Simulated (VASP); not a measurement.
Rb2Pd, 3 atoms in the cell. Symmetry: Fm-3m, No. 225, cubic system. The conventional cell has a = 7.999 Å, b = 7.999 Å, c = 7.999 Å, α = 90.00°, β = 90.00°, γ = 90.00°. Rb (site symmetry -43m) has 4 Pd at 3.46 Å and 6 Rb at 4.00 Å within 4.6 Å. Pd (site symmetry m-3m) has 8 Rb at 3.46 Å within 4.6 Å.  This cell differs from its parent crystal: strain -0.030 along x and y, -0.030 along z.

```yaml
Program: VASP 6.6.1
Task: single point
Functional: r2SCAN
Potentials_or_basis: VASP PAW PBE potentials, release 64 (Rb_sv, Pd)
Cutoff: 520 eV
k_mesh: 6 × 6 × 6
Occupations: gaussian, width 0.05 eV
Spin: no spin polarisation
Dipole_correction: no
Further_INCAR_settings: ALGO = Normal; EDIFF = 1e-06; NBANDS = 21
```

Potentials or basis: VASP PAW PBE potentials, release 64 (Rb_sv, Pd).

Run with:

```sh
$ cat potpaw_PBE.64/Rb_sv/POTCAR potpaw_PBE.64/Pd/POTCAR > POTCAR
$ cp INCAR.step1 INCAR
$ mpirun -np 1 vasp_std > vasp.out
$ cp INCAR.step2 INCAR
$ mpirun -np 1 vasp_std > vasp.out
```

Hardware: 1 thread of Intel Xeon 8259CL, on a shared host.

Q: Estimate the wall time of this run.

A: Wall time 7.8 min on 1 thread of Intel Xeon 8259CL, with other jobs on the host, peak memory 0.3 GiB. Counts: k points 16.
